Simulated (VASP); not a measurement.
# In: single point with r2SCAN

Crystal: In.

```
In
1.0
     3.34694    0.00000    0.00000
    -1.67347    2.89853    0.00000
     0.00000    0.00000    5.44851
In
2
Cartesian
  0.0000 1.9324 1.3621
  1.6735 0.9662 4.0864
```

```yaml
Program: VASP 6.6.1
Task: single point
Functional: r2SCAN
Potentials_or_basis: VASP PAW PBE potentials, release 64 (In_d)
Cutoff: 520 eV
k_mesh: 18 × 18 × 10
Occupations: fermi-dirac, width 0.1 eV
Spin: no spin polarisation
Dipole_correction: no
Further_INCAR_settings: ALGO = Normal; EDIFF = 1e-06; NBANDS = 20
```

* Pressure: 0.0 GPa
* Band gap on the k mesh: zero (band 13 reaches 11.27 eV, above the bottom of band 14 at 4.59 eV)

Stress tensor (GPa, compression positive):
```
0.02 0.00 0.00
0.00 0.02 0.00
0.00 0.00 0.10
```

Levels at points of the mesh, in eV from the Fermi level:
```csv
k point,band 11,band 12,band 13,band 14,band 15,band 16
"(0.00, 0.00, 0.00)",-10.00,-4.48,-3.57,8.65,8.65,10.59
"(0.50, 0.00, 0.00)",-5.14,-4.38,0.28,0.41,0.86,3.09
"(0.00, 0.00, 0.50)",-8.54,-8.54,3.29,3.29,9.75,9.75
"(0.50, 0.00, 0.50)",-3.76,-3.76,-2.82,-2.82,5.80,5.80
```

Run time: 6.7 min on 1 thread of Intel(R) Xeon(R) 6975P-C (Granite Rapids), with other jobs on the host, peak memory 0.31 GiB.

Caveat: the PAW data sets were made with another functional, which shifts forces and pressure a little; spin-orbit coupling is left out, which moves the levels of the heavy elements.
